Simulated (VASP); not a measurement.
# HgTe (F-43m) in VASP: notebook

HgTe is run at these levels: r2SCAN; tasks: single point.

Everything below comes from runs of VASP 6.6.1. Logs are shortened: lines on timing, memory, paths and dates and some standing lists are left out, and cuts for length are marked.

## (1) The cell of the first run

Symmetry: F-43m, No. 216, cubic system. The conventional cell has a = 6.505 Å, b = 6.505 Å, c = 6.505 Å, α = 90.00°, β = 90.00°, γ = 90.00°. Within 3.7 Å of Hg (site symmetry -43m) lie 4 Te at 2.82 Å. Within 3.7 Å of Te (site symmetry -43m) lie 4 Hg at 2.82 Å.

## (2) Single point, r2SCAN (volume scaled by 0.97)

POSCAR

```
HgTe
1.0
    0.0000000000      3.2523124728      3.2523124728
    3.2523124728      0.0000000000      3.2523124728
    3.2523124728      3.2523124728      0.0000000000
Hg Te
1 1
Direct
    0.0000000000      0.0000000000      0.0000000000
    0.2500000000      0.2500000000      0.2500000000
```

INCAR.step1

```
ALGO = Normal
EDIFF = 1E-4
ENCUT = 520
GGA = PE
ISMEAR = 0
LASPH = True
LCHARG = False
LREAL = False
LWAVE = True
NBANDS = 16
NELM = 100
PREC = Accurate
SIGMA = 0.1
```

INCAR.step2

```
ALGO = Normal
EDIFF = 1E-7
ENCUT = 520
ISIF = 2
ISMEAR = 0
ISTART = 1
LASPH = True
LCHARG = False
LMIXTAU = True
LREAL = False
LWAVE = False
METAGGA = R2SCAN
NBANDS = 16
NELM = 100
PREC = Accurate
SIGMA = 0.1
```

KPOINTS

```
k-points
0
Gamma
  12 12 12
```

Potentials or basis: VASP PAW PBE potentials, release 64 (Hg, Te).

The run is started by

```console
> cat potpaw_PBE.64/Hg/POTCAR potpaw_PBE.64/Te/POTCAR > POTCAR
> cp INCAR.step1 INCAR
> mpirun -np 1 vasp_std > vasp.out
> cp INCAR.step2 INCAR
> mpirun -np 1 vasp_std > vasp.out
```

OUTCAR:

```text
EDIFF = 1E-7
   ENCUT = 520
   ISIF = 2
   ISMEAR = 0
   ISTART = 1
   LASPH = True
   LREAL = False
   METAGGA = R2SCAN
   NELM = 100
   PREC = Accurate

 ion  position               nearest neighbor table
   1  0.000  0.000  0.000-   2 2.82   2 2.82   2 2.82   2 2.82
   2  0.250  0.250  0.250-   1 2.82   1 2.82   1 2.82   1 2.82

  LATTYP: Found a face centered cubic cell.
 ALAT       =     6.5046249456

  Lattice vectors:

 A1 = (   0.0000000000,   3.2523124728,   3.2523124728)
 A2 = (   3.2523124728,   0.0000000000,   3.2523124728)
 A3 = (   3.2523124728,   3.2523124728,   0.0000000000)

Analysis of symmetry for initial positions (statically):
=====================================================================
 Subroutine PRICEL returns:
 Original cell was already a primitive cell.

 Routine SETGRP: Setting up the symmetry group for a
 face centered cubic supercell.

 Subroutine GETGRP returns: Found 24 space group operations
 (whereof 24 operations were pure point group operations)
 out of a pool of 48 trial point group operations.

The static configuration has the point symmetry T_d .

Analysis of symmetry for dynamics (positions and initial velocities):
=====================================================================
 Subroutine PRICEL returns:
 Original cell was already a primitive cell.

 Routine SETGRP: Setting up the symmetry group for a
 face centered cubic supercell.

 Subroutine GETGRP returns: Found 24 space group operations
 (whereof 24 operations were pure point group operations)
 out of a pool of 48 trial point group operations.

The dynamic configuration has the point symmetry T_d .

 Subroutine INISYM returns: Found 24 space group operations
 (whereof 24 operations are pure point group operations),
 and found     1 'primitive' translations

----------------------------------------------------------------------------------------

                                     Primitive cell

  volume of cell :      68.8029

  direct lattice vectors                    reciprocal lattice vectors
     0.000000000  3.252312473  3.252312473    -0.153736766  0.153736766  0.153736766
     3.252312473  0.000000000  3.252312473     0.153736766 -0.153736766  0.153736766
     3.252312473  3.252312473  0.000000000     0.153736766  0.153736766 -0.153736766

  length of vectors
     4.599464408  4.599464408  4.599464408     0.266279889  0.266279889  0.266279889

  position of ions in fractional coordinates (direct lattice)
     0.000000000  0.000000000  0.000000000
     0.250000000  0.250000000  0.250000000

  ion indices of the primitive-cell ions
   primitive index   ion index
                 1           1
                 2           2

----------------------------------------------------------------------------------------

 KPOINTS: k-points

Automatic generation of k-mesh.
 Grid dimensions read from file:
 generate k-points for:   12   12   12

 Generating k-lattice:

  Cartesian coordinates                     Fractional coordinates (reciprocal lattice)
    -0.012811397  0.012811397  0.012811397     0.083333333  0.000000000  0.000000000
     0.012811397 -0.012811397  0.012811397     0.000000000  0.083333333  0.000000000
     0.012811397  0.012811397 -0.012811397     0.000000000  0.000000000  0.083333333

  Length of vectors
     0.022189991  0.022189991  0.022189991

  Shift w.r.t. Gamma in fractional coordinates (k-lattice)
     0.000000000  0.000000000  0.000000000

 Subroutine IBZKPT returns following result:
 ===========================================

 Found     72 irreducible k-points:

 Following reciprocal coordinates:
            Coordinates               Weight
  0.000000  0.000000  0.000000      1.000000
  0.083333  0.000000  0.000000      8.000000
  0.166667  0.000000  0.000000      8.000000
  0.250000  0.000000  0.000000      8.000000
  0.333333  0.000000  0.000000      8.000000
  0.416667  0.000000  0.000000      8.000000
[... 16 lines left out ...]
  0.500000  0.166667  0.000000     24.000000
 -0.416667  0.166667  0.000000     24.000000
 [... further k-points ...]
   k-points           NKPTS =     72   k-points in BZ     NKDIM =     72   number of bands    NBANDS=     16
   number of dos      NEDOS =    301   number of ions     NIONS =      2
   total plane-waves  NPLWV =  46656
   dimension x,y,z NGX =    36 NGY =   36 NGZ =   36
   dimension x,y,z NGXF=    72 NGYF=   72 NGZF=   72
   ions per type =               1   1
   NGX,Y,Z   is equivalent  to a cutoff of  13.01, 13.01, 13.01 a.u.
   NGXF,Y,Z  is equivalent  to a cutoff of  26.02, 26.02, 26.02 a.u.
 SYSTEM =  unknown system
   PREC   = accura    normal or accurate (medium, high low for compatibility)
   ISTART =      1    job   : 0-new  1-cont  2-samecut
   ICHARG =      0    charge: 1-file 2-atom 10-const
   ISPIN  =      1    spin polarized calculation?
   LNONCOLLINEAR =      F non collinear calculations
   LSORBIT =      F    spin-orbit coupling
   LASPH  =      T    aspherical Exc in radial PAW
   ENCUT  =  520.0 eV  38.22 Ry    6.18 a.u.   8.55  8.55  8.55*2*pi/ulx,y,z
   NELM   =    100;   NELMIN=  2; NELMDL=  0     # of ELM steps
   EDIFF  = 0.1E-06   stopping-criterion for ELM
   LREAL  =      F    real-space projection
   EDIFFG = 0.1E-05   stopping-criterion for IOM
   NSW    =      0    number of steps for IOM
   IBRION =     -1    ionic relax: 0-MD 1-quasi-New 2-CG
   NFREE  =      0    steps in history (QN), initial steepest desc. (CG)
   ISIF   =      2    stress and relaxation
   ISYM   =      2    0-nonsym 1-usesym 2-fastsym
   POTIM  = 0.5000    time-step for ionic-motion
   TEBEG  =    0.0;   TEEND  =   0.0 temperature during run
   PSTRESS=    0.0 pullay stress
   NELECT =      18.0000    total number of electrons
   NUPDOWN=      -1.0000    fix difference up-down
   EMIN   =  10.00;   EMAX   =-10.00  energy-range for DOS
   EFERMI =   0.00;   METHOD = LEGACY
   ISMEAR =     0;   SIGMA  =   0.10  broadening in eV -4-tet -1-fermi 0-gaus
   EFERMI_NEDOS =   21; number of points for ismear=-14 and -15
   IALGO  =     38    algorithm
   IMIX   =      4    mixing-type and parameters
     AMIX     =   0.40;   BMIX     =  1.00
     AMIX_MAG =   1.60;   BMIX_MAG =  1.00
  volume/ion in A,a.u.               =      34.40       232.15
  Fermi-wavevector in a.u.,A,eV,Ry     =   1.047040  1.978619 14.915977  1.096293
  Thomas-Fermi vector in A             =   2.181904
   LORBIT       =      0    0 simple, 1 ext, 2 COOP (PROOUT), +10 PAW based schemes
   METAGGA = R2SCAN    functional components
   LHFCALC =     F    Hartree Fock is set to
   AEXX    =    0.0000 exact exchange contribution
   IVDW    =     0    specifies the selected vdW correction
   LEPSILON=     F    determine dielectric tensor
   LRPA    =     F    only Hartree local field effects (RPA)
 non-spin polarized calculation
 Gauss-broadening in eV      SIGMA  =   0.10
  energy-cutoff  :      520.00
  volume of cell :       68.80
 maximum number of plane-waves:      1880
 NGX is ok and might be reduce to    36
   NGX = 17   NGY = 17   NGZ = 17

 number of electron      18.0000002 magnetization

 Free energy of the ion-electron system (eV)
  ---------------------------------------------------
  ext. energy  EPLUGINS =         0.00000000
  ---------------------------------------------------
  free energy    TOTEN  =       -75.15436197 eV

  energy without entropy =      -75.15420721  energy(sigma->0) =      -75.15428459

 E-fermi :   2.7312     XC(G=0):  -9.2270

 val. band max:        2.6684719757   @ k =   0.0000   0.0000   0.0000
 cond. band min:       3.2482984258   @ k =   0.0833   0.0000   0.0000
 fundamental gap:      0.5798264500
 Fermi energy:         2.7311980717

 k-point     1 :       0.0000    0.0000    0.0000
  band No.  band energies     occupation
      1      -9.6008      2.00000
      2      -4.8626      2.00000
      3      -4.8626      2.00000
      4      -4.8626      2.00000
      5      -4.3127      2.00000
      6      -4.3127      2.00000
[... 8 lines left out ...]
     15      12.6841      0.00000
     16      12.6841      0.00000

 k-point     2 :       0.0833    0.0000    0.0000
  band No.  band energies     occupation
      1      -9.5654      2.00000
      2      -4.8526      2.00000
      3      -4.8526      2.00000
      4      -4.8489      2.00000
      5      -4.3137      2.00000
      6      -4.3137      2.00000
[... 8 lines left out ...]
     15      12.1240      0.00000
     16      12.1240      0.00000

 k-point     3 :       0.1667    0.0000    0.0000
  band No.  band energies     occupation
      1      -9.4663      2.00000
      2      -4.8258      2.00000
      3      -4.8258      2.00000
      4      -4.7990      2.00000
      5      -4.3152      2.00000
      6      -4.3152      2.00000
[... 8 lines left out ...]
     15      11.6799      0.00000
     16      11.6799      0.00000

 k-point     4 :       0.2500    0.0000    0.0000
  band No.  band energies     occupation
      1      -9.3255      2.00000
      2      -4.7916      2.00000
      3      -4.7916      2.00000
      4      -4.6894      2.00000
      5      -4.3134      2.00000
      6      -4.3134      2.00000
[... 8 lines left out ...]
     15      11.6222      0.00000
     16      11.6222      0.00000
[... 324 lines left out ...]
 k-point    22 :       0.4167    0.1667    0.0000
  band No.  band energies     occupation
      1      -9.0557      2.00000
      2      -4.7329      2.00000
      3      -4.6890      2.00000
      4      -4.4581      2.00000
      5      -4.2818      2.00000
      6      -4.2372      2.00000
[... 8 lines left out ...]
     15      12.5460      0.00000
     16      13.3115      0.00000

 k-point    23 :       0.5000    0.1667    0.0000
  band No.  band energies     occupation
      1      -8.9755      2.00000
      2      -4.7155      2.00000
      3      -4.6807      2.00000
      4      -4.3635      2.00000
      5      -4.2870      2.00000
      6      -4.0327      2.00000
[... 8 lines left out ...]
     15      12.8136      0.00000
     16      13.3478      0.00000

 k-point    24 :      -0.4167    0.1667    0.0000
  band No.  band energies     occupation
      1      -8.9650      2.00000
      2      -4.7088      2.00000
      3      -4.6883      2.00000
      4      -4.3288      2.00000
      5      -4.3016      2.00000
      6      -3.9817      2.00000
[... 8 lines left out ...]
     15      12.4915      0.00000
     16      12.7259      0.00000

 [... further k-points ...]
[... 5 lines left out ...]
  --------------------------------------------------------------------------------------
  -------------------------------------------------------------------------------------
  Total        0.6117913      0.6117913      0.6117913     -0.0000000      0.0000000     -0.0000000
  in kB       14.2464653     14.2464653     14.2464653     -0.0000000      0.0000000     -0.0000000
  external PRESSURE =      14.2464653 kB  Pullay stress =       0.0000000 kB

 VOLUME and BASIS-vectors are now :
 -----------------------------------------------------------------------------
  energy-cutoff  :      520.00
  volume of cell :       68.80
      direct lattice vectors                 reciprocal lattice vectors
     0.000000000  3.252312473  3.252312473    -0.153736766  0.153736766  0.153736766
     3.252312473  0.000000000  3.252312473     0.153736766 -0.153736766  0.153736766
     3.252312473  3.252312473  0.000000000     0.153736766  0.153736766 -0.153736766

 POSITION                                       TOTAL-FORCE (eV/Angst)
 -----------------------------------------------------------------------------------
      0.00000      0.00000      0.00000        -0.000000     -0.000000     -0.000000
      1.62616      1.62616      1.62616         0.000000      0.000000      0.000000
 -----------------------------------------------------------------------------------
    total drift:                                0.000000      0.000000      0.000000

  FREE ENERGIE OF THE ION-ELECTRON SYSTEM (eV)
  ---------------------------------------------------
  free  energy   TOTEN  =       -75.1543619687 eV

  energy  without entropy=      -75.1542072142  energy(sigma->0) =      -75.15428459
```

It took 3.5 min on 1 thread of AMD EPYC 9R45 (Zen 5), shared host; peak memory 0.23 GiB.

What came out:

- Free energy: -75.1544 eV
- Pressure: 1.4 GPa
- Band gap on the k mesh: zero (filled and empty bands touch)

Caveat: the PAW data sets were made with another functional, which shifts forces and pressure a little; spin-orbit coupling is left out, which moves the levels of the heavy elements.

[end of part 1 of 2]
